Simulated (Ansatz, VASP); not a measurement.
MoSe in VASP and in Ansatz

The input INCAR:

```
SYSTEM = MoSe
PREC     = Accurate       ! precision mode
ENCUT    = 500            ! plane-wave cutoff, eV
EDIFF    = 1E-6           ! SCF threshold, eV
ISMEAR   = 0              ! smearing method
SIGMA    = 0.1            ! smearing width, eV
LREAL    = .FALSE.        ! projectors in reciprocal space
LASPH    = .TRUE.         ! aspherical terms in the spheres
NELM     = 200            ! most SCF steps
ALGO     = Normal         ! electronic algorithm
ISIF     = 2              ! what is computed and relaxed
LWAVE    = .FALSE.        ! write WAVECAR
LCHARG   = .FALSE.        ! write CHGCAR
LMAXMIX  = 4              ! l up to which the mixer works
LDAU     = .TRUE.         ! DFT+U
LDAUTYPE = 2            
LDAUL    = 2 -1           ! shell
LDAUU    = 4.38 0         ! U, eV
LDAUJ    = 0 0          
LDAUPRINT= 1            
GGA      = PE             ! functional
NBANDS   = 17             ! bands
GGA_COMPAT= .FALSE.
```

KPOINTS

```
regular mesh
0
G
  12 12 12
  0 0 0
```

POSCAR

```
MoSe
1.0
    0.0000000000      2.8639245983      2.8639245983
    2.8639245983      0.0000000000      2.8639245983
    2.8639245983      2.8639245983      0.0000000000
Mo Se
1 1
Direct
    0.0000000000      0.0000000000      0.0000000000
    0.5000000000      0.5000000000      0.5000000000
```

Input for Ansatz:

```yaml
crystal:
  lattice:
    - [0.0, 2.8639245983, 2.8639245983]
    - [2.8639245983, 0.0, 2.8639245983]
    - [2.8639245983, 2.8639245983, 0.0]
  atoms:
    - { symbol: Mo, position: [0.0, 0.0, 0.0] }
    - { symbol: Se, position: [0.5, 0.5, 0.5] }
basis:
  ecutwfc: 420
kpoints:
  mp_grid: { grid: [12, 12, 12] }
hamiltonian:
  xc: pbe
  hubbard: { sites: [{ species: Mo, l: d, u_eff: 4.38 }] }
scf:
  occupations: { method: gaussian, width: 0.1 }
output:
  forces: true
  stress: true
  eigenvalues: true
  write_density: true
  write_potential: true
  elf: true
  volumetric_format: npy
```

Alike in both runs: task single point; functional PBE; k mesh 12 × 12 × 12; occupations gaussian, width 0.1 eV; no spin polarisation; Hubbard terms Mo d U = 4.38 eV.

|  | VASP | Ansatz |
| --- | --- | --- |
| version | VASP 6.6.1 | Ansatz 0.2.0 |
| potentials or method | VASP PAW PBE potentials, release 64 (Mo_sv, Se), cutoff 500 eV | scalar-relativistic, plane waves, PAW |
| valence electrons in the cell | 20 | 30 |

```csv
,VASP,Ansatz,Ansatz less VASP
gap on the k mesh at the Fermi level (eV),none,none,-
pressure (GPa),-14.4,-14.7,-0.25
```

The programs project onto different local orbitals, so the same U acts differently, and such runs can settle in different states. A gap of «none» marks a metal or a gap that the smearing closes. VASP's potentials hold 20 valence electrons a cell and Ansatz's 30, so a difference there can come from the potentials and not from the codes. Ansatz's warnings: filled band counts differ across k points.
